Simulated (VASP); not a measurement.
Write the native input for VASP 6.6.1 that does the following.

```
Task                   : single point
Functional             : PBEsol
Potentials or basis    : VASP PAW PBE potentials, release 64 (Mo_sv)
Cutoff                 : 520 eV
k mesh                 : 18 × 18 × 18
Occupations            : gaussian, width 0.15 eV
Spin                   : no spin polarisation
Dipole correction      : no
Further INCAR settings : ALGO = Normal; EDIFF = 1e-06; NBANDS = 13
```

The structure of Mo lies in POSCAR:

```
Mo
1.0
    2.5303471174      0.0000000000      0.0000000000
   -1.2651735587      2.1913448841      0.0000000000
    0.0000000000      0.0000000000      2.5551807000
Mo
1
Direct
    0.0000000000      0.0000000000      0.5000000000
```

This cell differs from its parent crystal: strain -0.0750 x Voigt [1, 1, 0, 0, 0, 0].

The input as run:

INCAR

```
SYSTEM = Mo
PREC     = Accurate       ! precision mode
ENCUT    = 520            ! plane-wave cutoff, eV
EDIFF    = 1E-6           ! SCF threshold, eV
ISMEAR   = 0              ! smearing method
SIGMA    = 0.15           ! smearing width, eV
LREAL    = .FALSE.        ! projectors in reciprocal space
LASPH    = .TRUE.         ! aspherical terms in the spheres
NELM     = 80             ! most SCF steps
ALGO     = Normal         ! electronic algorithm
ISIF     = 2              ! what is computed and relaxed
LWAVE    = .FALSE.        ! write WAVECAR
LCHARG   = .FALSE.        ! write CHGCAR
GGA      = PS             ! functional
NBANDS   = 13             ! bands
```

KPOINTS

```
Automatic mesh
0
G
  18 18 18
  0 0 0
```

Potentials or basis: VASP PAW PBE potentials, release 64 (Mo_sv).

The run is started by

```sh
$ cat potpaw_PBE.64/Mo_sv/POTCAR > POTCAR
$ mpirun -np 1 vasp_std > vasp.out
```

Results of the run:

The pressure is 45.4 GPa and the band gap on the k mesh is zero (band 7 reaches 15.18 eV, above the bottom of band 8 at 12.86 eV).

Caveat: the cell differs from its parent crystal (strain -0.0750 x Voigt [1, 1, 0, 0, 0, 0]); the PAW data sets were made with another functional, which shifts forces and pressure a little.

Wall time 22 s on 1 thread of Intel(R) Xeon(R) 6975P-C (Granite Rapids) (shared host), peak memory 0.17 GiB.
